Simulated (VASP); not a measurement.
# ScAl3 (P-6m2) in VASP: a series of runs, part 2 of 3

VASP 6.6.1. The steps go on from the part before.

**3. Relaxation of cell and atoms, PBE**

This run uses another cell than the first one, of 16.33 Å³/atom, 0.885 times its volume.

Input file INCAR:

```
ALGO = Normal ; EDIFF = 1E-6
EDIFFG = -0.04 ; ENCUT = 600
GGA = PE ; IBRION = 2
ISIF = 3 ; ISMEAR = 0
LASPH = T ; LCHARG = F
LREAL = F ; LWAVE = F
NELM = 100 ; NSW = 90
PREC = Accurate ; SIGMA = 0.1
```

Input file KPOINTS:

```
k-points
0
Gamma
  6 6 2
```

Input file POSCAR:

```
ScAl3
1.0
    2.7285612900      0.0000000000      0.0000000000
   -1.3642806400      2.3630033900      0.0000000000
    0.0000000000      0.0000000000     10.1301292100
Sc Al
1 3
Direct
    0.3333333300      0.6666666700      0.0000000000
    0.3333333300      0.6666666700      0.5000000000
    0.6666666700      0.3333333300      0.2500000000
    0.6666666700      0.3333333300      0.7500000000
```

Potentials or basis: VASP PAW PBE potentials, release 64 (Sc_sv, Al).

Started as:

```console
> cat potpaw_PBE.64/Sc_sv/POTCAR potpaw_PBE.64/Al/POTCAR > POTCAR
> mpirun -np 1 vasp_std > vasp.out
```

OUTCAR:

```text
EDIFF = 1E-6
   EDIFFG = -0.04
   ENCUT = 600
   GGA = PE
   IBRION = 2
   ISIF = 3
   ISMEAR = 0
   LASPH = T
   LREAL = F
   NELM = 100
   NSW = 90
   PREC = Accurate

 ion  position               nearest neighbor table
   1  0.333  0.667  0.000-   3 2.98   4 2.98   3 2.98   4 2.98   3 2.98   4 2.98
   2  0.333  0.667  0.500-   3 2.98   4 2.98   3 2.98   4 2.98   3 2.98   4 2.98
   3  0.667  0.333  0.250-   1 2.98   2 2.98   1 2.98   2 2.98   1 2.98   2 2.98
   4  0.667  0.333  0.750-   1 2.98   2 2.98   1 2.98   2 2.98   1 2.98   2 2.98

  LATTYP: Found a hexagonal cell.
 ALAT       =     2.7285612900
 C/A-ratio  =     3.7126265945

  Lattice vectors:

 A1 = (   2.7285612900,   0.0000000000,   0.0000000000)
 A2 = (  -1.3642806400,   2.3630033900,   0.0000000000)
 A3 = (   0.0000000000,   0.0000000000,  10.1301292100)

Analysis of symmetry for initial positions (statically):
=====================================================================
 Subroutine PRICEL returns:
 Original cell was already a primitive cell.

 Routine SETGRP: Setting up the symmetry group for a
 hexagonal supercell.

 Subroutine GETGRP returns: Found 12 space group operations
 (whereof 12 operations were pure point group operations)
 out of a pool of 24 trial point group operations.

The static configuration has the point symmetry D_3h.

Analysis of symmetry for dynamics (positions and initial velocities):
=====================================================================
 Subroutine PRICEL returns:
 Original cell was already a primitive cell.

 Routine SETGRP: Setting up the symmetry group for a
 hexagonal supercell.

 Subroutine GETGRP returns: Found 12 space group operations
 (whereof 12 operations were pure point group operations)
 out of a pool of 24 trial point group operations.

The dynamic configuration has the point symmetry D_3h.

 Subroutine INISYM returns: Found 12 space group operations
 (whereof 12 operations are pure point group operations),
 and found     1 'primitive' translations

----------------------------------------------------------------------------------------

                                     Primitive cell

  volume of cell :      65.3150

[... 138 lines left out ...]
  -------------------------------------------------------------------------------------
  Total        7.2586326      7.2586326     -0.1457064      0.0000000      0.0000000      0.0000000
  in kB      178.0542543    178.0542538     -3.5741781      0.0000004      0.0000000      0.0000000
  external PRESSURE =     117.5114433 kB  Pullay stress =       0.0000000 kB
[... 95 lines left out ...]
  FREE ENERGIE OF THE ION-ELECTRON SYSTEM (eV)
  ---------------------------------------------------
  free  energy   TOTEN  =       -17.5980476927 eV

  energy  without entropy=      -17.5882000426  energy(sigma->0) =      -17.59312387

 E-fermi :   6.2826     XC(G=0):  -9.9297

 val. band max:        6.1805141595   @ k =   0.3333   0.3333   0.0000
 cond. band min:       6.3933394962   @ k =   0.3333   0.1667   0.5000
 fundamental gap:      0.2128253367
 Fermi energy:         6.2825768721

 k-point     1 :       0.0000    0.0000    0.0000
  band No.  band energies     occupation
      1     -43.0218      2.00000
      2     -21.7418      2.00000
      3     -21.3793      2.00000
      4     -21.3793      2.00000
      5      -3.6281      2.00000
      6      -1.9898      2.00000
      7      -0.5077      2.00000
      8       3.4225      2.00000
      9       3.8786      2.00000
     10       7.5544      0.00000
     11       8.0142      0.00000
     12       8.0142      0.00000
     13       9.4607      0.00000
     14       9.4607      0.00000
[... 207 lines left out ...]
      1     -42.9293      2.00000
      2     -21.7540      2.00000
      3     -21.7497      2.00000
      4     -21.6382      2.00000
      5       2.8272      2.00000
      6       3.0750      2.00000
      7       3.5342      2.00000
      8       3.9710      2.00000
      9       3.9958      2.00000
     10       4.5596      2.00000
     11       5.0066      2.00000
     12       5.7614      2.00000
     13       6.5751      0.00004
     14       7.2630      0.00000

[... ionic steps 4 to 7 ...]

--------------------------------------- Ionic step        8  -------------------------------------------

 number of electron      20.0000000 magnetization

------------------------ aborting loop because EDIFF is reached ----------------------------------------
[... 71 lines left out ...]
--------------------------------------- Ionic step       10  -------------------------------------------

 number of electron      20.0000000 magnetization

 Free energy of the ion-electron system (eV)
  ---------------------------------------------------
  ext. energy  EPLUGINS =         0.00000000
  ---------------------------------------------------
  free energy    TOTEN  =       -17.83725324 eV

  energy without entropy =      -17.82757069  energy(sigma->0) =      -17.83241196

 E-fermi :   6.7969     XC(G=0): -10.1177

 val. band max:        6.4808038954   @ k =   0.3333   0.1667   0.0000
 cond. band min:       6.7987585339   @ k =   0.3333   0.3333   0.0000
 fundamental gap:      0.3179546385
 Fermi energy:         6.7968593268

 k-point     1 :       0.0000    0.0000    0.0000
  band No.  band energies     occupation
      1     -42.4704      2.00000
      2     -21.2065      2.00000
      3     -20.7622      2.00000
      4     -20.7622      2.00000
      5      -3.6211      2.00000
      6      -1.8724      2.00000
      7      -0.1955      2.00000
      8       3.6627      2.00000
      9       4.2364      2.00000
     10       7.9010      0.00000
     11       8.5764      0.00000
     12       8.5764      0.00000
     13      10.1716      0.00000
     14      10.1716      0.00000
[... 250 lines left out ...]
  FREE ENERGIE OF THE ION-ELECTRON SYSTEM (eV)
  ---------------------------------------------------
  free  energy   TOTEN  =       -17.8372532399 eV

  energy  without entropy=      -17.8275706865  energy(sigma->0) =      -17.83241196

 reached required accuracy - stopping structural energy minimisation
```

OSZICAR:

```text
N       E                     dE             d eps       ncg     rms          rms(c)
DAV:   1     0.165314745783E+03    0.16531E+03   -0.10309E+04   408   0.148E+03
DAV:   2    -0.768200941312E+01   -0.17300E+03   -0.17089E+03   392   0.388E+02
DAV:   3    -0.174518036931E+02   -0.97698E+01   -0.95109E+01   598   0.898E+01
[... 94 lines left out ...]
DAV:   2    -0.178382551803E+02    0.10821E-02   -0.23873E-02   630   0.129E+00    0.166E-01
DAV:   3    -0.178374803543E+02    0.77483E-03   -0.52445E-03   594   0.525E-01    0.993E-02
DAV:   4    -0.178372560371E+02    0.22432E-03   -0.60144E-04   634   0.269E-01    0.154E-02
DAV:   5    -0.178372533582E+02    0.26789E-05   -0.22656E-05   546   0.476E-02    0.711E-03
DAV:   6    -0.178372532399E+02    0.11828E-06   -0.20857E-06   310   0.121E-02
  10 F= -.17837253E+02 E0= -.17832412E+02  d E =-.129794E-02
```

Wall time 3.1 min (1 thread of AMD EPYC 7R13 (Zen 3), shared host); peak memory 0.19 GiB.

Results:

| Property | Result |
| --- | --- |
| Free energy | -17.8373 eV |
| Relaxed volume | 18.48 Å³/atom |
| Relaxed cell | a = 3.010 Å, b = 3.010 Å, c = 9.420 Å, α = 90.00°, β = 90.00°, γ = 120.00° |
| Space group after relaxing (to 0.05 Å) | P-6m2 (No. 187) |
| Energy gained by relaxing | 203.5 meV/atom |
| Ionic steps | 10 |
| Pressure after relaxing | 0.1 GPa |
| Largest force after relaxing | 0.010 eV/Å |
| Band gap on the k mesh | zero (band 10 reaches 7.90 eV, above the bottom of band 11 at 5.51 eV) |

Forces on the atoms (eV/Å):
```
Sc   0.000  0.000  0.000
Al   0.000  0.000  0.000
Al   0.000  0.000  0.010
Al   0.000  0.000 -0.010
```

Step by step:
```csv
step,energy change (eV),largest force (eV/Å),pressure (GPa),volume (Å³)
1,0.0000,0.2002,11.75,65.32
2,-0.5736,0.3429,-2.83,77.12
3,-0.5747,0.3216,-4.32,79.22
4,-0.7568,0.2938,-2.62,77.58
5,-0.7581,0.3009,-2.79,77.72
6,-0.8013,0.2768,0.25,73.94
7,-0.8014,0.2750,0.44,73.73
8,-0.8091,0.1753,0.22,73.82
9,-0.8126,0.0598,-0.02,73.93
10,-0.8139,0.0099,0.05,73.91
```

Final structure:
```yaml
crystal:
  lattice:
    - [3.00992, 0.00000, 0.00000]
    - [-1.50496, 2.60667, 0.00000]
    - [0.00000, 0.00000, 9.41993]
  atoms:
    - { symbol: Sc, position: [0.33333, 0.66667, 0.00000] }
    - { symbol: Al, position: [0.33333, 0.66667, 0.50000] }
    - { symbol: Al, position: [0.66667, 0.33333, 0.25884] }
    - { symbol: Al, position: [0.66667, 0.33333, 0.74116] }
```

Caveat: the k points lie up to 0.40 Å⁻¹ apart in the final cell.

[end of part 2 of 3]
